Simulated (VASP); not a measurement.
Here is a VASP 6.6.1 calculation.

INCAR

```
SYSTEM = V3Si
  PREC = Accurate
  ENCUT = 500
  EDIFF = 1E-7
  ISMEAR = -1
  SIGMA = 0.15
  LREAL = .False.
  LASPH = .True.
  NELM = 120
  ALGO = Normal
  ISIF = 3
  LWAVE = .False.
  LCHARG = .False.
  IBRION = 2
  NSW = 80
  EDIFFG = -0.001
  GGA_COMPAT = .False.
  NELMIN = 4
```

KPOINTS

```
Automatic mesh
0
Gamma
  6 6 6
  0 0 0
```

File POSCAR:

```
V3Si
1.0
    4.6053774810      0.0000000000      0.0000000000
    0.0000000000      4.6053774810      0.0000000000
    0.0000000000      0.0000000000      4.6053774810
V Si
6 2
Direct
    0.2500000000      0.0000000000      0.5000000000
    0.7500000000      0.0000000000      0.5000000000
    0.0000000000      0.5000000000      0.2500000000
    0.0000000000      0.5000000000      0.7500000000
    0.5000000000      0.7500000000      0.0000000000
    0.5000000000      0.2500000000      0.0000000000
    0.0000000000      0.0000000000      0.0000000000
    0.5000000000      0.5000000000      0.5000000000
```

Potentials or basis: VASP PAW LDA potentials, release 64 (V_sv, Si).

Launch:

```console
$ cat potpaw_LDA.64/V_sv/POTCAR potpaw_LDA.64/Si/POTCAR > POTCAR
$ mpirun -np 1 vasp_std > vasp.out
```

(1) Estimate the space group after relaxing (to 0.05 Å).

(2) Estimate the relaxed cell.

(3) Estimate the band gap on the k mesh.

(4) Predict the relaxed volume.

## Answers

(1) Pm-3n (No. 223).

(2) a = 4.613 Å, b = 4.613 Å, c = 4.613 Å, α = 90.00°, β = 90.00°, γ = 90.00°.

(3) zero (band 43 reaches 11.30 eV, above the bottom of band 44 at 10.50 eV).

(4) 12.27 Å³/atom.
